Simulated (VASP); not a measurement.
# Na (P6_3/mmc) in VASP: further runs

Runs on Na. Level: PBE. Tasks: electric field gradients.

Program: VASP 6.6.1. These are calculated values, not measurements. Logs are shortened: lines on timing, memory, paths and dates and some standing lists are left out, and cuts for length are marked.

## (1) The cell of the first run

It takes space group P6_3/mmc (No. 194, hexagonal). Conventional cell: a = 3.689 Å, b = 3.689 Å, c = 6.269 Å, α = 90.00°, β = 90.00°, γ = 120.00°. Na (site symmetry -6m2) has 12 Na at 3.69 to 3.79 Å within 4.8 Å.

## (2) Electric field gradients, PBE, collinear spin, ferrimagnetic start

The input, INCAR:

```
SYSTEM = Na
PREC = Accurate ; ENCUT = 520
EDIFF = 1E-8 ; ISMEAR = -1
SIGMA = 0.05 ; LREAL = .False.
LASPH = .True. ; NELM = 150
ALGO = Normal ; ISIF = 2
LWAVE = .False. ; LCHARG = .False.
ISPIN = 2 ; MAGMOM = 2 -4
LORBIT = 11 ; GGA = PE
LEFG = .True. ; NBANDS = 18
```

The input, KPOINTS:

```
Automatic mesh
0
Gamma
  9 9 5
  0 0 0
```

The input, POSCAR:

```
Na
1.0
    3.6887707041      0.0000000000      0.0000000000
   -1.8443853520      3.1945691385      0.0000000000
    0.0000000000      0.0000000000      6.2691940000
Na
2
Direct
    0.3333333333      0.6666666667      0.2500000000
    0.6666666667      0.3333333333      0.7500000000
```

Potentials or basis: VASP PAW PBE potentials, release 64 (Na_pv).

Started as:

```sh
$ cat potpaw_PBE.64/Na_pv/POTCAR > POTCAR
$ mpirun -np 1 vasp_std > vasp.out
```

OUTCAR:

```text
SYSTEM = Na
   PREC = Accurate
   ENCUT = 520
   EDIFF = 1E-8
   ISMEAR = -1
   LREAL = .False.
   LASPH = .True.
   NELM = 150
   ISIF = 2
   ISPIN = 2
   LORBIT = 11
   GGA = PE

 ion  position               nearest neighbor table
   1  0.333  0.667  0.250-
   2  0.667  0.333  0.750-

  LATTYP: Found a hexagonal cell.
 ALAT       =     3.6887707041
 C/A-ratio  =     1.6995347510

  Lattice vectors:

 A1 = (   3.6887707041,   0.0000000000,   0.0000000000)
 A2 = (  -1.8443853520,   3.1945691385,   0.0000000000)
 A3 = (   0.0000000000,   0.0000000000,   6.2691940000)

Analysis of symmetry for initial positions (statically):
=====================================================================
 Subroutine PRICEL returns:
 Original cell was already a primitive cell.

 Routine SETGRP: Setting up the symmetry group for a
 hexagonal supercell.

 Subroutine GETGRP returns: Found 24 space group operations
 (whereof 12 operations were pure point group operations)
 out of a pool of 24 trial point group operations.

The static configuration has the point symmetry D_3d.
 The point group associated with its full space group is D_6h.

Analysis of symmetry for dynamics (positions and initial velocities):
=====================================================================
 Subroutine PRICEL returns:
 Original cell was already a primitive cell.

 Routine SETGRP: Setting up the symmetry group for a
 hexagonal supercell.

 Subroutine GETGRP returns: Found 24 space group operations
 (whereof 12 operations were pure point group operations)
 out of a pool of 24 trial point group operations.

The dynamic configuration has the point symmetry D_3d.
 The point group associated with its full space group is D_6h.

Analysis of structural, dynamic, and magnetic symmetry:
=====================================================================
 Subroutine PRICEL returns:
 Original cell was already a primitive cell.

 Routine SETGRP: Setting up the symmetry group for a
 hexagonal supercell.

 Subroutine GETGRP returns: Found 12 space group operations
 (whereof  6 operations were pure point group operations)
 out of a pool of 24 trial point group operations.

[... 157 lines left out ...]

 spin component 1

 k-point     1 :       0.0000    0.0000    0.0000
  band No.  band energies     occupation
      1     -24.5872      1.00000
      2     -24.5610      1.00000
      3     -24.5610      1.00000
      4     -24.5572      1.00000
      5     -24.5571      1.00000
      6     -24.5555      1.00000
[... 493 lines left out ...]
     17      13.8148      0.00000
     18      13.8148      0.00000

 [... further k-points ...]

 spin component 2

 k-point     1 :       0.0000    0.0000    0.0000
  band No.  band energies     occupation
      1     -24.5872      1.00000
      2     -24.5610      1.00000
      3     -24.5610      1.00000
      4     -24.5572      1.00000
      5     -24.5571      1.00000
      6     -24.5555      1.00000
[... 493 lines left out ...]
     17      13.8148      0.00000
     18      13.8148      0.00000

 [... further k-points ...]
[... 5 lines left out ...]
  --------------------------------------------------------------------------------------
  -------------------------------------------------------------------------------------
  Total        0.0133066      0.0133066     -0.0248495      0.0000000      0.0000000      0.0000000
  in kB        0.2885834      0.2885834     -0.5389172      0.0000000      0.0000000      0.0000000
  external PRESSURE =       0.0127499 kB  Pullay stress =       0.0000000 kB

 VOLUME and BASIS-vectors are now :
 -----------------------------------------------------------------------------
  energy-cutoff  :      520.00
  volume of cell :       73.88
      direct lattice vectors                 reciprocal lattice vectors
     3.688770704  0.000000000  0.000000000     0.271093023  0.156515630  0.000000000
    -1.844385352  3.194569138  0.000000000     0.000000000  0.313031259  0.000000000
     0.000000000  0.000000000  6.269194000     0.000000000  0.000000000  0.159510138

 POSITION                                       TOTAL-FORCE (eV/Angst)
 -----------------------------------------------------------------------------------
     -0.00000      2.12971      1.56730        -0.000000      0.000000     -0.000000
      1.84439      1.06486      4.70190         0.000000     -0.000000      0.000000
 -----------------------------------------------------------------------------------
    total drift:                                0.000000     -0.000000      0.000000

  FREE ENERGIE OF THE ION-ELECTRON SYSTEM (eV)
  ---------------------------------------------------
  free  energy   TOTEN  =        -2.6383371448 eV

  energy  without entropy=       -2.6360478909  energy(sigma->0) =       -2.63719252

 Electric field gradients (V/A^2)
---------------------------------------------------------------------
 ion       V_xx      V_yy      V_zz      V_xy      V_xz      V_yz
---------------------------------------------------------------------
   1       0.489     0.493    -0.982     0.003     0.000     0.000
   2       0.489     0.493    -0.982     0.003     0.000     0.000
---------------------------------------------------------------------

 Electric field gradients after diagonalization (V/A^2)
 (convention: |V_zz| > |V_xx| > |V_yy|)
----------------------------------------------------------------------
 ion       V_xx      V_yy      V_zz     asymmetry (V_yy - V_xx)/ V_zz
----------------------------------------------------------------------
   1       0.495     0.487    -0.982       0.008
   2       0.495     0.487    -0.982       0.008
----------------------------------------------------------------------

           NMR quadrupolar parameters

 Cq : quadrupolar parameter    Cq=e*Q*V_zz/h
 eta: asymmetry parameters     (V_yy - V_xx)/ V_zz
 Q  : nuclear electric quadrupole moment in mb (millibarn)
----------------------------------------------------------------------
 ion       Cq(MHz)       eta       Q (mb)
----------------------------------------------------------------------
   1      -0.002       0.008       1.000
   2      -0.002       0.008       1.000
----------------------------------------------------------------------

 total charge

# of ion       s       p       d       tot
------------------------------------------
    1        0.099   5.964   0.000   6.063
    2        0.099   5.964   0.000   6.063
--------------------------------------------------
tot          0.198  11.927   0.000  12.126

 magnetization (x)

# of ion       s       p       d       tot
------------------------------------------
    1       -0.000  -0.000   0.000  -0.000
    2        0.000   0.000   0.000   0.000
--------------------------------------------------
tot         -0.000   0.000   0.000  -0.000
```

It took 58 s on 1 thread of Intel Xeon Platinum 8488C (Sapphire Rapids), shared host; peak memory 0.23 GiB.

Results:

- Free energy: -2.6383 eV
- Pressure: 0.0 GPa
- Band gap on the k mesh: zero (filled and empty bands overlap)
- Net moment: 0.00 μB per cell
- Valence electrons inside the program's atomic spheres: Na 6.06

Electric field gradients, principal values (V/Å²):
```csv
atom,least,middle,greatest (by size)
1 Na,0.487,0.495,-0.982
2 Na,0.487,0.495,-0.982
```

Caveat: without QUAD_EFG the Cq values of the log hold for a quadrupole moment of 1 mb, not for the nuclei.

## (3) Electric field gradients, PBE

The input, INCAR:

```
PREC = Accurate ; ENCUT = 520
EDIFF = 1E-8 ; ISMEAR = -1
SIGMA = 0.05 ; LREAL = F
LASPH = T ; NELM = 100
ALGO = Normal ; ISIF = 2
LWAVE = F ; LCHARG = F
GGA = PE ; LEFG = T
NBANDS = 14
```

The input, KPOINTS:

```
Automatic mesh
0
Gamma
  9 9 5
```

POSCAR is that of step 2.

Potentials or basis: VASP PAW PBE potentials, release 64 (Na_pv).

Started as:

```sh
$ cat potpaw_PBE.64/Na_pv/POTCAR > POTCAR
$ mpirun -np 1 vasp_std > vasp.out
```

OUTCAR:

```text
PREC = Accurate
   ENCUT = 520
   EDIFF = 1E-8
   ISMEAR = -1
   LREAL = F
   LASPH = T
   NELM = 100
   ISIF = 2
   GGA = PE

 ion  position               nearest neighbor table
   1  0.333  0.667  0.250-
   2  0.667  0.333  0.750-

  LATTYP: Found a hexagonal cell.
 ALAT       =     3.6887707041
 C/A-ratio  =     1.6995347510

  Lattice vectors:

 A1 = (   3.6887707041,   0.0000000000,   0.0000000000)
 A2 = (  -1.8443853520,   3.1945691385,   0.0000000000)
 A3 = (   0.0000000000,   0.0000000000,   6.2691940000)

[... 620 lines left out ...]
  ---------------------------------------------------
  free  energy   TOTEN  =        -2.6383371454 eV

  energy  without entropy=       -2.6360478980  energy(sigma->0) =       -2.63719252

 Electric field gradients (V/A^2)
---------------------------------------------------------------------
 ion       V_xx      V_yy      V_zz      V_xy      V_xz      V_yz
---------------------------------------------------------------------
   1       0.489     0.493    -0.982     0.003     0.000    -0.000
   2       0.489     0.493    -0.982     0.003    -0.000     0.000
---------------------------------------------------------------------

 Electric field gradients after diagonalization (V/A^2)
 (convention: |V_zz| > |V_xx| > |V_yy|)
----------------------------------------------------------------------
 ion       V_xx      V_yy      V_zz     asymmetry (V_yy - V_xx)/ V_zz
----------------------------------------------------------------------
   1       0.495     0.487    -0.982       0.008
   2       0.495     0.487    -0.982       0.008
----------------------------------------------------------------------

           NMR quadrupolar parameters

 Cq : quadrupolar parameter    Cq=e*Q*V_zz/h
 eta: asymmetry parameters     (V_yy - V_xx)/ V_zz
 Q  : nuclear electric quadrupole moment in mb (millibarn)
----------------------------------------------------------------------
 ion       Cq(MHz)       eta       Q (mb)
----------------------------------------------------------------------
   1      -0.002       0.008       1.000
   2      -0.002       0.008       1.000
----------------------------------------------------------------------
```

Wall time 12 s (1 thread of Intel Xeon 6975P-C (Granite Rapids), shared host); peak memory 0.18 GiB.

Results:

```
Free energy            : -2.6383 eV
Pressure               : 0.0 GPa
Band gap on the k mesh : zero (band 7 reaches 2.31 eV, above the bottom of band 8 at -1.54 eV)
```

Stress tensor (GPa, compression positive):
```
 0.03  0.00  0.00
 0.00  0.03  0.00
 0.00  0.00 -0.05
```

Levels at points of the mesh, in eV from the Fermi level:
| k point | band 3 | band 4 | band 5 | band 6 | band 7 | band 8 | band 9 | band 10 | band 11 | band 12 |
| --- | --- | --- | --- | --- | --- | --- | --- | --- | --- | --- |
| (0.00, 0.00, 0.00) | -24.93 | -24.93 | -24.93 | -24.92 | -3.32 | 0.35 | 0.70 | 10.30 | 10.30 | 10.30 |

Electric field gradients, principal values (V/Å²):
| atom | least | middle | greatest (by size) |
| --- | --- | --- | --- |
| 1 Na | 0.487 | 0.495 | -0.982 |
| 2 Na | 0.487 | 0.495 | -0.982 |

Caveat: without QUAD_EFG the Cq values of the log hold for a quadrupole moment of 1 mb, not for the nuclei.

[end of part 1 of 2]
